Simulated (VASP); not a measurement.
# BeCd2S3 (R-3m) in VASP: relaxation of cell and atoms with PBE

Aim: the relaxation of cell and atoms of BeCd2S3 with PBE.

Everything below comes from runs of VASP 6.6.1. Logs are shortened: lines on timing, memory, paths and dates and some standing lists are left out, and cuts for length are marked.

## 1. The cell of the first run

It takes space group R-3m (No. 166, trigonal). Conventional cell: a = 6.526 Å, b = 6.526 Å, c = 9.358 Å, α = 90.00°, β = 90.00°, γ = 120.00°. Be (site symmetry -3m) has 6 S at 2.45 Å within 3.2 Å. Cd (site symmetry 3m) has 9 S at 2.59 to 3.53 Å and 1 Cd at 2.68 Å and 1 Be at 3.34 Å within 3.6 Å. Within 3.3 Å of S (site symmetry 2/m) lie 2 Be at 2.45 Å and 2 Cd at 2.59 Å and 4 S at 3.26 Å.

The cell was generated, and may not be a known phase.

## 2. Relaxation of cell and atoms, PBE

INCAR reads:

```
SYSTEM = BeCd2S3
ALGO = Fast ; EDIFF = 1E-6
EDIFFG = -0.01 ; ENCUT = 600
GGA = PE ; IBRION = 2
ISIF = 3 ; ISMEAR = 0
LASPH = .True. ; LCHARG = .False.
LREAL = .False. ; LWAVE = .False.
NELM = 60 ; NSW = 100
PREC = Accurate ; SIGMA = 0.1
```

KPOINTS reads:

```
k-points
0
Gamma
  12 12 12
  0 0 0
```

POSCAR reads:

```
BeCd2S3
1.0
    3.2631829437      1.8839995510      3.1191839742
   -3.2631829437      1.8839995510      3.1191839742
    0.0000000000     -3.7679991019      3.1191839742
Be Cd S
1 2 3
Direct
    0.5000000000      0.5000000000      0.5000000000
    0.8570451582      0.8570451582      0.8570451582
    0.1429548418      0.1429548418      0.1429548418
    0.5000000000      0.5000000000      0.0000000000
    0.0000000000      0.5000000000      0.5000000000
    0.5000000000      0.0000000000      0.5000000000
```

Potentials or basis: VASP PAW PBE potentials, release 64 (Be, Cd, S).

Started as:

```
$ cat potpaw_PBE.64/Be/POTCAR potpaw_PBE.64/Cd/POTCAR potpaw_PBE.64/S/POTCAR > POTCAR
$ mpirun -np 1 vasp_std > vasp.out
```

OUTCAR:

```text
SYSTEM = BeCd2S3
   EDIFF = 1E-6
   EDIFFG = -0.01
   ENCUT = 600
   GGA = PE
   IBRION = 2
   ISIF = 3
   ISMEAR = 0
   LASPH = .True.
   LREAL = .False.
   NELM = 60
   NSW = 100
   PREC = Accurate

 ion  position               nearest neighbor table
   1  0.500  0.500  0.500-   4 2.45   4 2.45   6 2.45   5 2.45   6 2.45   5 2.45
   2  0.857  0.857  0.857-   5 2.59   6 2.59   4 2.59   3 2.68
   3  0.143  0.143  0.143-   5 2.59   6 2.59   4 2.59   2 2.68
   4  0.500  0.500  0.000-   1 2.45   1 2.45   3 2.59   2 2.59
   5  0.000  0.500  0.500-   1 2.45   1 2.45   3 2.59   2 2.59
   6  0.500  0.000  0.500-   1 2.45   1 2.45   3 2.59   2 2.59

  LATTYP: Found a trigonal (rhomboedric) cell.
 ALAT       =     4.8915361490
 COS(alpha) =     0.1099338074

  Lattice vectors:

 A1 = (   3.2631829437,   1.8839995510,   3.1191839742)
 A2 = (  -3.2631829437,   1.8839995510,   3.1191839742)
 A3 = (   0.0000000000,  -3.7679991019,   3.1191839742)

Analysis of symmetry for initial positions (statically):
=====================================================================
 Subroutine PRICEL returns:
 Original cell was already a primitive cell.

 Routine SETGRP: Setting up the symmetry group for a
 trigonal (rhombohedral) supercell.

 Subroutine GETGRP returns: Found 12 space group operations
 (whereof 12 operations were pure point group operations)
 out of a pool of 12 trial point group operations.

The static configuration has the point symmetry D_3d.

Analysis of symmetry for dynamics (positions and initial velocities):
=====================================================================
 Subroutine PRICEL returns:
 Original cell was already a primitive cell.

 Routine SETGRP: Setting up the symmetry group for a
 trigonal (rhombohedral) supercell.

 Subroutine GETGRP returns: Found 12 space group operations
 (whereof 12 operations were pure point group operations)
 out of a pool of 12 trial point group operations.

The dynamic configuration has the point symmetry D_3d.

 Subroutine INISYM returns: Found 12 space group operations
 (whereof 12 operations are pure point group operations),
 and found     1 'primitive' translations

----------------------------------------------------------------------------------------

                                     Primitive cell

  volume of cell :     115.0574

  direct lattice vectors                    reciprocal lattice vectors
     3.263182944  1.883999551  3.119183974     0.153224630  0.088464282  0.106865557
    -3.263182944  1.883999551  3.119183974    -0.153224630  0.088464282  0.106865557
     0.000000000 -3.767999102  3.119183974     0.000000000 -0.176928563  0.106865557

  length of vectors
     4.891536149  4.891536149  4.891536149     0.206697759  0.206697759  0.206697759

  position of ions in fractional coordinates (direct lattice)
     0.500000000  0.500000000  0.500000000
     0.857045158  0.857045158  0.857045158
     0.142954842  0.142954842  0.142954842
     0.500000000  0.500000000  0.000000000
     0.000000000  0.500000000  0.500000000
     0.500000000  0.000000000  0.500000000

  ion indices of the primitive-cell ions
   primitive index   ion index
                 1           1
                 2           2
                 3           3
                 4           4
                 5           5
                 6           6

----------------------------------------------------------------------------------------

 KPOINTS: k-points

Automatic generation of k-mesh.
 Grid dimensions read from file:
 generate k-points for:   12   12   12

 Generating k-lattice:

  Cartesian coordinates                     Fractional coordinates (reciprocal lattice)
     0.012768719  0.007372023  0.008905463     0.083333333 -0.000000000  0.000000000
    -0.012768719  0.007372023  0.008905463    -0.000000000  0.083333333  0.000000000
     0.000000000 -0.014744047  0.008905463     0.000000000  0.000000000  0.083333333

  Length of vectors
     0.017224813  0.017224813  0.017224813

  Shift w.r.t. Gamma in fractional coordinates (k-lattice)
     0.000000000  0.000000000  0.000000000

 Subroutine IBZKPT returns following result:
 ===========================================

 Found    189 irreducible k-points:

 Following reciprocal coordinates:
            Coordinates               Weight
  0.000000  0.000000  0.000000      1.000000
  0.083333  0.000000  0.000000      6.000000
  0.166667  0.000000  0.000000      6.000000
  0.250000  0.000000  0.000000      6.000000
  0.333333  0.000000  0.000000      6.000000
  0.416667  0.000000  0.000000      6.000000
[... 16 lines left out ...]
  0.500000  0.166667  0.000000     12.000000
 -0.416667  0.166667 -0.000000     12.000000
 [... further k-points ...]
   k-points           NKPTS =    189   k-points in BZ     NKDIM =    189   number of bands    NBANDS=     26
   number of dos      NEDOS =    301   number of ions     NIONS =      6
   total plane-waves  NPLWV =  64000
   dimension x,y,z NGX =    40 NGY =   40 NGZ =   40
   dimension x,y,z NGXF=    80 NGYF=   80 NGZF=   80
   ions per type =               1   2   3
   NGX,Y,Z   is equivalent  to a cutoff of  13.59, 13.59, 13.59 a.u.
   NGXF,Y,Z  is equivalent  to a cutoff of  27.19, 27.19, 27.19 a.u.
 SYSTEM =  BeCd2S3
   PREC   = accura    normal or accurate (medium, high low for compatibility)
   ISTART =      0    job   : 0-new  1-cont  2-samecut
   ICHARG =      2    charge: 1-file 2-atom 10-const
   ISPIN  =      1    spin polarized calculation?
   LNONCOLLINEAR =      F non collinear calculations
   LSORBIT =      F    spin-orbit coupling
   LASPH  =      T    aspherical Exc in radial PAW
   ENCUT  =  600.0 eV  44.10 Ry    6.64 a.u.   9.77  9.77  9.77*2*pi/ulx,y,z
   NELM   =     60;   NELMIN=  2; NELMDL= -5     # of ELM steps
   EDIFF  = 0.1E-05   stopping-criterion for ELM
   LREAL  =      F    real-space projection
   EDIFFG = -.1E-01   stopping-criterion for IOM
   NSW    =    100    number of steps for IOM
   IBRION =      2    ionic relax: 0-MD 1-quasi-New 2-CG
   NFREE  =      1    steps in history (QN), initial steepest desc. (CG)
   ISIF   =      3    stress and relaxation
   ISYM   =      2    0-nonsym 1-usesym 2-fastsym
   POTIM  = 0.5000    time-step for ionic-motion
   TEBEG  =    0.0;   TEEND  =   0.0 temperature during run
   PSTRESS=    0.0 pullay stress
   NELECT =      44.0000    total number of electrons
   NUPDOWN=      -1.0000    fix difference up-down
   EMIN   =  10.00;   EMAX   =-10.00  energy-range for DOS
   EFERMI =   0.00;   METHOD = LEGACY
   ISMEAR =     0;   SIGMA  =   0.10  broadening in eV -4-tet -1-fermi 0-gaus
   EFERMI_NEDOS =   21; number of points for ismear=-14 and -15
   IALGO  =     68    algorithm
   IMIX   =      4    mixing-type and parameters
     AMIX     =   0.40;   BMIX     =  1.00
     AMIX_MAG =   1.60;   BMIX_MAG =  1.00
  volume/ion in A,a.u.               =      19.18       129.41
  Fermi-wavevector in a.u.,A,eV,Ry     =   1.188286  2.245535 19.211741  1.412023
  Thomas-Fermi vector in A             =   2.324419
   LORBIT       =      0    0 simple, 1 ext, 2 COOP (PROOUT), +10 PAW based schemes
   GGA     = PE    functional components
   LHFCALC =     F    Hartree Fock is set to
   AEXX    =    0.0000 exact exchange contribution
   IVDW    =     0    specifies the selected vdW correction
   LEPSILON=     F    determine dielectric tensor
   LRPA    =     F    only Hartree local field effects (RPA)
 conjugate gradient relaxation of ions
 non-spin polarized calculation
 RMM-DIIS sequential band-by-band and
 Gauss-broadening in eV      SIGMA  =   0.10
  energy-cutoff  :      600.00
  volume of cell :      115.06
 maximum number of plane-waves:      3858
   NGX = 19   NGY = 19   NGZ = 19

--------------------------------------- Ionic step        1  -------------------------------------------

 number of electron      44.0000014 magnetization

 Free energy of the ion-electron system (eV)
  ---------------------------------------------------
  ext. energy  EPLUGINS =         0.00000000
  ---------------------------------------------------
  free energy    TOTEN  =       -17.33929571 eV

  energy without entropy =      -17.31744064  energy(sigma->0) =      -17.32836817

------------------------ aborting loop because EDIFF is reached ----------------------------------------

  FORCE on cell =-STRESS in cart. coord.  units (eV):
  Direction    XX          YY          ZZ          XY          YZ          ZX
  --------------------------------------------------------------------------------------
  -------------------------------------------------------------------------------------
  Total        0.3230135      0.3230135      0.2017428      0.0000000      0.0000000      0.0000000
  in kB        4.4979721      4.4979721      2.8092751      0.0000000      0.0000000      0.0000000
  external PRESSURE =       3.9350731 kB  Pullay stress =       0.0000000 kB
[... 101 lines left out ...]
  FREE ENERGIE OF THE ION-ELECTRON SYSTEM (eV)
  ---------------------------------------------------
  free  energy   TOTEN  =       -17.3402368786 eV

  energy  without entropy=      -17.3181436138  energy(sigma->0) =      -17.32919025

[... ionic steps 4 to 7 ...]

--------------------------------------- Ionic step        8  -------------------------------------------

 number of electron      44.0000013 magnetization

------------------------ aborting loop because EDIFF is reached ----------------------------------------

  FORCE on cell =-STRESS in cart. coord.  units (eV):
  Direction    XX          YY          ZZ          XY          YZ          ZX
  --------------------------------------------------------------------------------------
  -------------------------------------------------------------------------------------
  Total        0.0034373      0.0034373      0.0300750      0.0000000      0.0000000     -0.0000000
  in kB        0.0475235      0.0475235      0.4158092      0.0000000      0.0000000     -0.0000000
  external PRESSURE =       0.1702854 kB  Pullay stress =       0.0000000 kB
[... 65 lines left out ...]
  energy  without entropy=      -17.3184644740  energy(sigma->0) =      -17.32946956

--------------------------------------- Ionic step       10  -------------------------------------------

 number of electron      44.0000013 magnetization

 Free energy of the ion-electron system (eV)
  ---------------------------------------------------
  ext. energy  EPLUGINS =         0.00000000
  ---------------------------------------------------
  free energy    TOTEN  =       -17.34049241 eV

  energy without entropy =      -17.31849940  energy(sigma->0) =      -17.32949590

 E-fermi :   3.2408     XC(G=0): -10.1053

 val. band max:        3.2406391968   @ k =  -0.4167   0.2500   0.1667
 cond. band min:       3.2410159239   @ k =   0.5000   0.0833   0.0833
 fundamental gap:      0.0003767270
 Fermi energy:         3.2408301356

 k-point     1 :       0.0000    0.0000    0.0000
  band No.  band energies     occupation
      1     -10.1235      2.00000
      2      -8.2035      2.00000
      3      -8.2035      2.00000
      4      -5.4780      2.00000
      5      -5.3771      2.00000
      6      -5.3771      2.00000
[... 685 lines left out ...]
     25       6.9691      0.00000
     26       8.0471      0.00000

 [... further k-points ...]

------------------------ aborting loop because EDIFF is reached ----------------------------------------

  FORCE on cell =-STRESS in cart. coord.  units (eV):
  Direction    XX          YY          ZZ          XY          YZ          ZX
  --------------------------------------------------------------------------------------
  -------------------------------------------------------------------------------------
  Total       -0.0102601     -0.0102601     -0.0135534     -0.0000000     -0.0000000     -0.0000000
  in kB       -0.1417844     -0.1417844     -0.1872941     -0.0000000     -0.0000000     -0.0000000
  external PRESSURE =      -0.1569543 kB  Pullay stress =       0.0000000 kB
[... 21 lines left out ...]
  FREE ENERGIE OF THE ION-ELECTRON SYSTEM (eV)
  ---------------------------------------------------
  free  energy   TOTEN  =       -17.3404924075 eV

  energy  without entropy=      -17.3184993998  energy(sigma->0) =      -17.32949590

 reached required accuracy - stopping structural energy minimisation
```

Wall time 53 min (1 thread of Oxide Virtual Turin-like, shared host); peak memory 0.71 GiB.

Results:

* Free energy: -17.3405 eV
* Relaxed volume: 19.32 Å³/atom
* Relaxed cell: a = 4.903 Å, b = 4.903 Å, c = 4.903 Å, α = 83.86°, β = 83.86°, γ = 83.86°
* Space group after relaxing (to 0.1 Å): R-3m (No. 166)
* Energy gained by relaxing: 0.2 meV/atom
* Ionic steps: 10
* Pressure after relaxing: 0.0 GPa
* Band gap on the k mesh: zero (bands 22 and 23 overlap by 0.75 eV)

The path:
```
step  energy change (eV)  largest force (eV/Å)  pressure (GPa)  volume (Å³)
   1              0.0000                0.0212            0.39       115.06
   2             -0.0009                0.0272           -0.03       115.84
   3             -0.0009                0.0241           -0.02       115.80
   4             -0.0009                0.0223           -0.02       115.78
   5             -0.0009                0.0208            0.01       115.75
   6             -0.0009                0.0227            0.00       115.77
   7             -0.0011                0.0181            0.00       115.81
   8             -0.0012                0.0135            0.02       115.88
   9             -0.0012                0.0131            0.01       115.89
  10             -0.0012                0.0014           -0.02       115.94
```

Final structure:
```xyz
6
Lattice="3.2760 1.8914 3.1185 -3.2760 1.8914 3.1185 0.0000 -3.7829 3.1185" Properties=species:S:1:pos:R:3 pbc="T T T"
Be    0.0000    0.0000    4.6777
Cd    0.0000    0.0000    8.0151
Cd    0.0000    0.0000    1.3404
S     0.0000    1.8914    3.1185
S    -1.6380   -0.9457    3.1185
S     1.6380   -0.9457    3.1185
```

Levels at points of the mesh, in eV from the Fermi level:
```tsv
k point	band 20	band 21	band 22	band 23	band 24	band 25
(0.00, 0.00, 0.00)	-1.27	-0.31	-0.30	-0.30	1.38	3.59
(0.50, 0.00, 0.00)	-1.58	-1.45	-0.02	0.69	1.66	4.37
(0.50, 0.50, 0.00)	-1.50	-0.59	0.26	0.44	2.80	4.17
(0.50, 0.50, 0.50)	-0.63	0.38	0.38	0.45	3.87	3.87
```

Caveat: semilocal functionals underestimate gaps, and a narrow one can read as zero.
